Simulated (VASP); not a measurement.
## NaH: single point with PBE

Crystal: NaH.

```xyz
2
Lattice="2.8812 0.0000 0.0000 0.0000 2.8812 0.0000 0.0000 0.0000 2.8812" Properties=species:S:1:pos:R:3 pbc="T T T"
Na    0.0000    0.0000    0.0000
H     1.4406    1.4406    1.4406
```

This cell differs from its parent crystal: strain -0.025 along x and y, -0.025 along z.

| Item | Value |
| --- | --- |
| Program | VASP 6.6.1 |
| Task | single point |
| Functional | PBE |
| Potentials or basis | VASP PAW PBE potentials, release 64 (Na_pv, H) |
| Cutoff | 520 eV |
| k mesh | 10 × 10 × 10 |
| Occupations | gaussian, width 0.05 eV |
| Spin | no spin polarisation |
| Dipole correction | no |
| Further INCAR settings | ALGO = Normal; EDIFF = 1e-06; NBANDS = 11 |

The pressure is 2.3 GPa and the band gap on the k mesh is 1.03 eV (least direct gap 4.66 eV).

Levels at points of the mesh, in eV from the valence-band top:
| k point | band 2 | band 3 | band 4 | band 5 | band 6 | band 7 |
| --- | --- | --- | --- | --- | --- | --- |
| (0.00, 0.00, 0.00) | -24.58 | -24.58 | -6.29 | 9.30 | 11.27 | 11.27 |
| (0.50, 0.00, 0.00) | -24.56 | -24.56 | -3.62 | 1.03 | 11.54 | 14.67 |
| (0.50, 0.50, 0.00) | -24.77 | -24.55 | -1.88 | 4.40 | 4.40 | 7.19 |
| (0.50, 0.50, 0.50) | -24.73 | -24.73 | 0.00 | 7.00 | 7.00 | 7.00 |

Wall time 14 s on 1 thread of Intel Xeon 8259CL, with other jobs on the host, peak memory 0.14 GiB.

Caveat: the cell differs from its parent crystal (strain -0.025 along x and y, -0.025 along z). A k mesh can miss the band edges.
